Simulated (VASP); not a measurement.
# ZnS (R3m) in VASP: settings compared

ZnS is run at these levels: LDA, LDA+U; tasks: single point.

All numbers are computed with VASP 6.6.1; they aren't measurements. Logs are shortened: lines on timing, memory, paths and dates and some standing lists are left out, and cuts for length are marked.

**1. The cell of the first run**

It takes space group R3m (No. 160, trigonal). Conventional cell: a = 3.806 Å, b = 3.806 Å, c = 28.056 Å, α = 90.00°, β = 90.00°, γ = 120.00°. Zn (site symmetry 3m) has 4 S at 2.33 to 2.34 Å within 3.1 Å. Zn (site symmetry 3m) has 4 S at 2.33 Å within 3.1 Å. Within 3.1 Å of Zn (site symmetry 3m) lie 4 S at 2.33 to 2.34 Å. S (site symmetry 3m) has 4 Zn at 2.33 to 2.34 Å within 3.1 Å. S (site symmetry 3m) has 4 Zn at 2.33 to 2.34 Å within 3.1 Å. S (site symmetry 3m) has 4 Zn at 2.33 Å within 3.1 Å.

**2. Single point, LDA**

The input, INCAR:

```
SYSTEM = ZnS
ALGO = Normal
EDIFF = 1E-6
ENCUT = 500
GGA_COMPAT = .False.
ISIF = 2
ISMEAR = 0
LASPH = .True.
LCHARG = .False.
LREAL = .False.
LWAVE = .False.
NBANDS = 36
NELM = 120
PREC = Accurate
SIGMA = 0.01
```

The input, KPOINTS:

```
k-points
0
Gamma
  6 6 6
  0 0 0
```

The input, POSCAR:

```
ZnS
1.0
    1.9030712000      1.0987386696      9.3519478333
   -1.9030712000      1.0987386696      9.3519478333
    0.0000000000     -2.1974773392      9.3519478333
Zn S
3 3
Direct
    0.9999711367      0.9999711367      0.9999711367
    0.2222694100      0.2222694100      0.2222694100
    0.4446134433      0.4446134433      0.4446134433
    0.0832671700      0.0832671700      0.0832671700
    0.5278423033      0.5278423033      0.5278423033
    0.3053625400      0.3053625400      0.3053625400
```

Potentials or basis: VASP PAW LDA potentials, release 64 (Zn, S).

Launch:

```
> cat potpaw_LDA.64/Zn/POTCAR potpaw_LDA.64/S/POTCAR > POTCAR
> mpirun -np 1 vasp_std > vasp.out
```

OUTCAR:

```text
SYSTEM = ZnS
   EDIFF = 1E-6
   ENCUT = 500
   ISIF = 2
   ISMEAR = 0
   LASPH = .True.
   LREAL = .False.
   NELM = 120
   PREC = Accurate

 ion  position               nearest neighbor table
   1  1.000  1.000  1.000-   6 2.33   6 2.33   6 2.33   4 2.34
   2  0.222  0.222  0.222-   6 2.33   5 2.33   5 2.33   5 2.33
   3  0.445  0.445  0.445-   4 2.33   4 2.33   4 2.33   5 2.34
   4  0.083  0.083  0.083-   3 2.33   3 2.33   3 2.33   1 2.34
   5  0.528  0.528  0.528-   2 2.33   2 2.33   2 2.33   3 2.34
   6  0.305  0.305  0.305-   2 2.33   1 2.33   1 2.33   1 2.33

  LATTYP: Found a trigonal (rhomboedric) cell.
 ALAT       =     9.6066557622
 COS(alpha) =     0.9215133827

  Lattice vectors:

 A1 = (   1.9030712000,   1.0987386696,   9.3519478333)
 A2 = (  -1.9030712000,   1.0987386696,   9.3519478333)
 A3 = (   0.0000000000,  -2.1974773392,   9.3519478333)

Analysis of symmetry for initial positions (statically):
=====================================================================
 Subroutine PRICEL returns:
 Original cell was already a primitive cell.

 Routine SETGRP: Setting up the symmetry group for a
 trigonal (rhombohedral) supercell.

 Subroutine GETGRP returns: Found  6 space group operations
 (whereof  6 operations were pure point group operations)
 out of a pool of 12 trial point group operations.

The static configuration has the point symmetry C_3v.

Analysis of symmetry for dynamics (positions and initial velocities):
=====================================================================
 Subroutine PRICEL returns:
 Original cell was already a primitive cell.

 Routine SETGRP: Setting up the symmetry group for a
 trigonal (rhombohedral) supercell.

 Subroutine GETGRP returns: Found  6 space group operations
 (whereof  6 operations were pure point group operations)
 out of a pool of 12 trial point group operations.

The dynamic configuration has the point symmetry C_3v.

 Subroutine INISYM returns: Found  6 space group operations
 (whereof  6 operations are pure point group operations),
 and found     1 'primitive' translations

----------------------------------------------------------------------------------------

                                     Primitive cell

  volume of cell :     117.3283

  direct lattice vectors                    reciprocal lattice vectors
     1.903071200  1.098738670  9.351947833     0.262733207  0.151689088  0.035643199
    -1.903071200  1.098738670  9.351947833    -0.262733207  0.151689088  0.035643199
     0.000000000 -2.197477339  9.351947833     0.000000000 -0.303378176  0.035643199

  length of vectors
     9.606655762  9.606655762  9.606655762     0.305464818  0.305464818  0.305464818

  position of ions in fractional coordinates (direct lattice)
     0.999971137  0.999971137  0.999971137
     0.222269410  0.222269410  0.222269410
     0.444613443  0.444613443  0.444613443
     0.083267170  0.083267170  0.083267170
     0.527842303  0.527842303  0.527842303
     0.305362540  0.305362540  0.305362540

  ion indices of the primitive-cell ions
   primitive index   ion index
                 1           1
                 2           2
                 3           3
                 4           4
                 5           5
                 6           6

----------------------------------------------------------------------------------------

 KPOINTS: k-points

Automatic generation of k-mesh.
 Grid dimensions read from file:
 generate k-points for:    6    6    6

 Generating k-lattice:

  Cartesian coordinates                     Fractional coordinates (reciprocal lattice)
     0.043788868  0.025281515  0.005940533     0.166666667  0.000000000  0.000000000
    -0.043788868  0.025281515  0.005940533     0.000000000  0.166666667  0.000000000
     0.000000000 -0.050563029  0.005940533     0.000000000  0.000000000  0.166666667

  Length of vectors
     0.050910803  0.050910803  0.050910803

  Shift w.r.t. Gamma in fractional coordinates (k-lattice)
     0.000000000  0.000000000  0.000000000

 Subroutine IBZKPT returns following result:
 ===========================================

 Found     32 irreducible k-points:

 Following reciprocal coordinates:
            Coordinates               Weight
  0.000000  0.000000  0.000000      1.000000
  0.166667 -0.000000  0.000000      6.000000
  0.333333 -0.000000 -0.000000      6.000000
  0.500000 -0.000000  0.000000      3.000000
  0.166667  0.166667  0.000000      6.000000
  0.333333  0.166667  0.000000     12.000000
[... 16 lines left out ...]
  0.500000  0.500000  0.166667      6.000000
 -0.333333  0.500000  0.166667     12.000000
 [... further k-points ...]
   k-points           NKPTS =     32   k-points in BZ     NKDIM =     32   number of bands    NBANDS=     36
   number of dos      NEDOS =    301   number of ions     NIONS =      6
   total plane-waves  NPLWV = 343000
   dimension x,y,z NGX =    70 NGY =   70 NGZ =   70
   dimension x,y,z NGXF=   140 NGYF=  140 NGZF=  140
   ions per type =               3   3
   NGX,Y,Z   is equivalent  to a cutoff of  12.11, 12.11, 12.11 a.u.
   NGXF,Y,Z  is equivalent  to a cutoff of  24.23, 24.23, 24.23 a.u.
 SYSTEM =  ZnS
   PREC   = accura    normal or accurate (medium, high low for compatibility)
   ISTART =      0    job   : 0-new  1-cont  2-samecut
   ICHARG =      2    charge: 1-file 2-atom 10-const
   ISPIN  =      1    spin polarized calculation?
   LNONCOLLINEAR =      F non collinear calculations
   LSORBIT =      F    spin-orbit coupling
   LASPH  =      T    aspherical Exc in radial PAW
   ENCUT  =  500.0 eV  36.75 Ry    6.06 a.u.  17.52 17.52 17.52*2*pi/ulx,y,z
   NELM   =    120;   NELMIN=  2; NELMDL= -5     # of ELM steps
   EDIFF  = 0.1E-05   stopping-criterion for ELM
   LREAL  =      F    real-space projection
   EDIFFG = 0.1E-04   stopping-criterion for IOM
   NSW    =      0    number of steps for IOM
   IBRION =     -1    ionic relax: 0-MD 1-quasi-New 2-CG
   NFREE  =      0    steps in history (QN), initial steepest desc. (CG)
   ISIF   =      2    stress and relaxation
   ISYM   =      2    0-nonsym 1-usesym 2-fastsym
   POTIM  = 0.5000    time-step for ionic-motion
   TEBEG  =    0.0;   TEEND  =   0.0 temperature during run
   PSTRESS=    0.0 pullay stress
   NELECT =      54.0000    total number of electrons
   NUPDOWN=      -1.0000    fix difference up-down
   EMIN   =  10.00;   EMAX   =-10.00  energy-range for DOS
   EFERMI =   0.00;   METHOD = LEGACY
   ISMEAR =     0;   SIGMA  =   0.01  broadening in eV -4-tet -1-fermi 0-gaus
   EFERMI_NEDOS =   21; number of points for ismear=-14 and -15
   IALGO  =     38    algorithm
   IMIX   =      4    mixing-type and parameters
     AMIX     =   0.40;   BMIX     =  1.00
     AMIX_MAG =   1.60;   BMIX_MAG =  1.00
  volume/ion in A,a.u.               =      19.55       131.96
  Fermi-wavevector in a.u.,A,eV,Ry     =   1.263975  2.388566 21.737115  1.597633
  Thomas-Fermi vector in A             =   2.397304
   LORBIT       =      0    0 simple, 1 ext, 2 COOP (PROOUT), +10 PAW based schemes
   GGA     = CA    functional components
   LHFCALC =     F    Hartree Fock is set to
   AEXX    =    0.0000 exact exchange contribution
   IVDW    =     0    specifies the selected vdW correction
   LEPSILON=     F    determine dielectric tensor
   LRPA    =     F    only Hartree local field effects (RPA)
 non-spin polarized calculation
 Gauss-broadening in eV      SIGMA  =   0.01
  energy-cutoff  :      500.00
  volume of cell :      117.33
 maximum number of plane-waves:      2996
   NGX = 35   NGY = 35   NGZ = 35

 number of electron      54.0000004 magnetization

 Free energy of the ion-electron system (eV)
  ---------------------------------------------------
  ext. energy  EPLUGINS =         0.00000000
  ---------------------------------------------------
  free energy    TOTEN  =       -24.54012019 eV

  energy without entropy =      -24.54012019  energy(sigma->0) =      -24.54012019

 E-fermi :   2.1041     XC(G=0): -10.0753

 val. band max:        2.0236945711   @ k =   0.0000   0.0000   0.0000
 cond. band min:       3.9937303945   @ k =   0.0000   0.0000   0.0000
 fundamental gap:      1.9700358235
 Fermi energy:         2.1041423539

 k-point     1 :       0.0000    0.0000    0.0000
  band No.  band energies     occupation
      1     -11.1656      2.00000
      2     -10.4781      2.00000
      3     -10.4682      2.00000
      4      -4.5175      2.00000
      5      -4.5075      2.00000
      6      -4.5075      2.00000
[... 28 lines left out ...]
     35       8.8079      0.00000
     36       9.2343      0.00000

 k-point     2 :       0.1667   -0.0000    0.0000
  band No.  band energies     occupation
      1     -10.9744      2.00000
      2     -10.3886      2.00000
      3     -10.2954      2.00000
      4      -4.5201      2.00000
      5      -4.4874      2.00000
      6      -4.4730      2.00000
[... 28 lines left out ...]
     35       8.8533      0.00000
     36       9.6002      0.00000

 k-point     3 :       0.3333   -0.0000   -0.0000
  band No.  band energies     occupation
      1     -10.5166      2.00000
      2     -10.1230      2.00000
      3     -10.0211      2.00000
      4      -4.5246      2.00000
      5      -4.4796      2.00000
      6      -4.4240      2.00000
[... 28 lines left out ...]
     35       9.7184      0.00000
     36      10.2760      0.00000

 k-point     4 :       0.5000   -0.0000    0.0000
  band No.  band energies     occupation
      1     -10.2035      2.00000
      2      -9.9559      2.00000
      3      -9.9464      2.00000
      4      -4.5219      2.00000
      5      -4.4661      2.00000
      6      -4.4014      2.00000
[... 28 lines left out ...]
     35      10.1796      0.00000
     36      10.8926      0.00000

 k-point     5 :       0.1667    0.1667    0.0000
  band No.  band energies     occupation
      1     -10.9663      2.00000
      2     -10.4420      2.00000
      3     -10.2495      2.00000
      4      -4.5239      2.00000
      5      -4.4810      2.00000
      6      -4.4710      2.00000
[... 655 lines left out ...]
 k-point    22 :      -0.1667    0.3333    0.1667
  band No.  band energies     occupation
      1     -10.2112      2.00000
      2     -10.0043      2.00000
      3      -9.9035      2.00000
      4      -4.4752      2.00000
      5      -4.4161      2.00000
      6      -4.3884      2.00000
[... 28 lines left out ...]
     35       9.4834      0.00000
     36      10.1353      0.00000

 k-point    23 :       0.5000    0.5000    0.1667
  band No.  band energies     occupation
      1     -10.4219      2.00000
      2     -10.3243      2.00000
      3      -9.9146      2.00000
      4      -4.5390      2.00000
      5      -4.4769      2.00000
      6      -4.4234      2.00000
[... 28 lines left out ...]
     35       9.7712      0.00000
     36       9.8279      0.00000

 k-point    24 :      -0.3333    0.5000    0.1667
  band No.  band energies     occupation
      1     -10.1326      2.00000
      2     -10.1244      2.00000
      3      -9.8633      2.00000
      4      -4.4773      2.00000
      5      -4.4178      2.00000
      6      -4.3923      2.00000
[... 28 lines left out ...]
     35       9.4671      0.00000
     36      10.5750      0.00000

 [... further k-points ...]

------------------------ aborting loop because EDIFF is reached ----------------------------------------

  FORCE on cell =-STRESS in cart. coord.  units (eV):
  Direction    XX          YY          ZZ          XY          YZ          ZX
  --------------------------------------------------------------------------------------
  -------------------------------------------------------------------------------------
  Total       -2.7161636     -2.7161636     -2.7105818      0.0000000      0.0000000      0.0000000
  in kB      -37.0905894    -37.0905894    -37.0143675      0.0000000      0.0000000      0.0000000
  external PRESSURE =     -37.0651821 kB  Pullay stress =       0.0000000 kB

 VOLUME and BASIS-vectors are now :
 -----------------------------------------------------------------------------
  energy-cutoff  :      500.00
  volume of cell :      117.33
      direct lattice vectors                 reciprocal lattice vectors
     1.903071200  1.098738670  9.351947833     0.262733207  0.151689088  0.035643199
    -1.903071200  1.098738670  9.351947833    -0.262733207  0.151689088  0.035643199
     0.000000000 -2.197477339  9.351947833     0.000000000 -0.303378176  0.035643199

 POSITION                                       TOTAL-FORCE (eV/Angst)
 -----------------------------------------------------------------------------------
      0.00000      0.00000     28.05503         0.000000     -0.000000     -0.004593
      0.00000      0.00000      6.23596         0.000000     -0.000000      0.000580
      0.00000      0.00000     12.47401         0.000000     -0.000000     -0.012719
      0.00000      0.00000      2.33613         0.000000      0.000000      0.006851
      0.00000      0.00000     14.80906         0.000000     -0.000000      0.002419
      0.00000      0.00000      8.56720         0.000000      0.000000      0.007462
 -----------------------------------------------------------------------------------
    total drift:                               -0.000000     -0.000000      0.000693

  FREE ENERGIE OF THE ION-ELECTRON SYSTEM (eV)
  ---------------------------------------------------
  free  energy   TOTEN  =       -24.5401201868 eV

  energy  without entropy=      -24.5401201868  energy(sigma->0) =      -24.54012019
```

Run time: 8.1 min. Hardware: 1 thread of Intel Xeon 6975P-C (Granite Rapids), shared host; peak memory 0.51 GiB.

What came out:

- Free energy: -24.5401 eV
- Pressure: -3.7 GPa
- Largest force: 0.013 eV/Å
- Band gap on the k mesh: 1.97 eV

Forces on the atoms (eV/Å):
```
Zn   0.000  0.000 -0.005
Zn   0.000  0.000  0.001
Zn   0.000  0.000 -0.013
S    0.000  0.000  0.007
S    0.000  0.000  0.002
S    0.000  0.000  0.007
```

Levels at points of the mesh, in eV from the valence-band top:
```
           k point  band 24  band 25  band 26  band 27  band 28  band 29  band 30  band 31
(0.00, 0.00, 0.00)    -0.70    -0.06     0.00     0.00     1.97     3.13     3.28     6.18
(0.50, 0.00, 0.00)    -1.98    -1.97    -1.33    -0.90     3.13     3.70     3.87     4.72
(0.50, 0.50, 0.00)    -1.93    -1.30    -1.29    -1.29     3.13     3.44     4.09     4.79
(0.50, 0.50, 0.50)    -0.26    -0.26    -0.24    -0.24     2.98     3.11     3.25     6.10
```

Caveat: the cell stands under tension. A k mesh can miss the band edges.

[end of part 1 of 2]
